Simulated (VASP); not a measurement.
Wanted: the native input for a VASP 6.6.1 run.

```yaml
Task: single point
Functional: PBE
Dispersion: D3(BJ)
Potentials_or_basis: VASP PAW PBE potentials, release 64 (Sr_sv)
Cutoff: 520 eV
k_mesh: 6 × 6 × 8
Occupations: gaussian, width 0.03 eV
Spin: no spin polarisation
Dipole_correction: no
Further_INCAR_settings: ALGO = Normal; EDIFF = 1e-06; NBANDS = 11
```

The structure of Sr lies in POSCAR:

```
Sr
1.0
   10.9876299658      0.0000000000      0.0000000000
   -5.4938149829      9.5155666777      0.0000000000
    0.0000000000      0.0000000000      4.5316397077
Sr
1
Direct
    0.0000000000      0.0000000000      0.0000000000
```

This isn't the form of Sr at room conditions, which is fcc.

This cell differs from its parent crystal: strain +0.0250 x Voigt [0, 0, 1, 0, 0, 0].

These files were run (other wordings do the same):

INCAR

```
  PREC = Accurate
  ENCUT = 520
  EDIFF = 1E-6
  ISMEAR = 0
  SIGMA = 0.03
  LREAL = False
  LASPH = True
  NELM = 80
  ALGO = Normal
  ISIF = 2
  LWAVE = False
  LCHARG = False
  GGA = PE
  IVDW = 12
  NBANDS = 11
```

KPOINTS

```
regular mesh
0
Gamma
  6 6 8
```

Potentials or basis: VASP PAW PBE potentials, release 64 (Sr_sv).

Run with:

```bash
$ cat potpaw_PBE.64/Sr_sv/POTCAR > POTCAR
$ mpirun -np 1 vasp_std > vasp.out
```

Results of the run:

```yaml
Pressure: 0.0 GPa
Band_gap_on_the_k_mesh: 0.36 eV (least direct gap 0.37 eV)
Dispersion_energy_per_atom: -0.095 eV
```

Caveat: the cell differs from its parent crystal (strain +0.0250 x Voigt [0, 0, 1, 0, 0, 0]).

Wall time 82 s on 1 thread of Intel(R) Xeon(R) 6975P-C (Granite Rapids) (shared host), peak memory 0.65 GiB.
